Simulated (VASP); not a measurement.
NaF (Villiaumite): relaxation of cell and atoms with PBEsol

The system is NaF (Villiaumite).

```xyz
2
Lattice="0.0000 2.3151 2.3151 2.3151 0.0000 2.3151 2.3151 2.3151 0.0000" Properties=species:S:1:pos:R:3 pbc="T T T"
Na    0.0000    0.0000    0.0000
F     2.3151    2.3151    2.3151
```

- Program: VASP 6.6.1
- Task: relaxation of cell and atoms
- Functional: PBEsol
- Potentials or basis: VASP PAW PBE potentials, release 64 (Na_pv, F)
- Cutoff: 600 eV
- k mesh: 8 × 8 × 8
- Occupations: gaussian, width 0.01 eV
- Spin: no spin polarisation
- Target pressure: 15 GPa
- Dipole correction: no
- Further INCAR settings: ALGO = Normal; EDIFF = 1e-06; IBRION = 2; EDIFFG = -0.002; NSW = 100; ISIF = 3

```json
{
  "Relaxed volume": "10.21 Å³/atom",
  "Relaxed cell": "a = 3.068 Å, b = 3.068 Å, c = 3.068 Å, α = 60.00°, β = 60.00°, γ = 60.00°",
  "Space group after relaxing (to 0.05 Å)": "Fm-3m (No. 225)",
  "Energy change on relaxing (the enthalpy is what falls)": "+83.5 meV/atom",
  "Ionic steps": "3",
  "Pressure after relaxing": "15.0 GPa",
  "Band gap on the k mesh": "7.33 eV, direct"
}
```

The path:
```tsv
step	energy change (eV)	largest force (eV/Å)	pressure (GPa)	volume (Å³)
1	0.0000	0.0000	-0.19	24.82
2	0.1318	0.0000	12.73	20.83
3	0.1671	0.0000	15.02	20.42
```

Final structure:
```
Na F
1.0
     0.00000    2.16937    2.16937
     2.16937    0.00000    2.16937
     2.16937    2.16937    0.00000
Na F
1 1
Direct
  0.00000 0.00000 0.00000
  0.50000 0.50000 0.50000
```

Levels at points of the mesh, in eV from the valence-band top:
```
           k point  band 5  band 6  band 7  band 8  band 9  band 10
(0.00, 0.00, 0.00)    0.00    0.00    0.00    7.33   20.22    20.22
(0.50, 0.00, 0.00)   -2.11   -0.38   -0.38   11.86   14.08    22.18
(0.50, 0.50, 0.00)   -1.62   -0.51   -0.51   13.69   14.70    15.60
```

Wall time 23 s on 1 thread of Intel(R) Xeon(R) Platinum 8375C CPU @ 2.90GHz (Ice Lake), on a shared host, peak memory 0.15 GiB.

Caveat: the cell is relaxed towards a set pressure, so the enthalpy falls and the energy may rise; the volume moved by over 15 % at a fixed basis, so the end points are rough; the PAW data sets were made with another functional, which shifts forces and pressure a little. A hybrid or GW would open this gap; PBEsol tends to underestimate it.
